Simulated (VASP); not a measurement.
Runs of VASP 6.6.1 on W. The structure is that of space group Pm-3m (No. 221), or close to it. The cells are those of the table. 

```tsv
task	cell	gap on the mesh (eV)	pressure (GPa)
relaxation of cell and atoms	relaxed to 88 GPa from a = 2.415 Å, 1 atom	none	87.9
single point	a = 2.414 Å, 1 atom	none	(a)
relaxation of cell and atoms	relaxed to 88 GPa from a = 2.398 Å, 1 atom	none	88.0
single point	a = 2.415 Å, 1 atom	none	91.4
```

Alike in all rows: level PBEsol; potentials or basis VASP PAW PBE potentials, release 64 (W_sv); no spin polarisation; k mesh 16 × 16 × 16; cutoff (eV) 500; smearing fermi-dirac 0.1 eV.

Estimate the missing entries.

(a) 91.9.

Caveats: the PAW data sets were made with another functional, which shifts forces and pressure a little; spin-orbit coupling is left out, which moves the levels of the heavy elements; the cell is relaxed towards a set pressure, so the enthalpy falls and the energy may rise (some runs).

A k mesh can miss the band edges, and the runs leave out spin-orbit coupling on W.

A gap of «none» marks levels without a gap at the run's occupations.
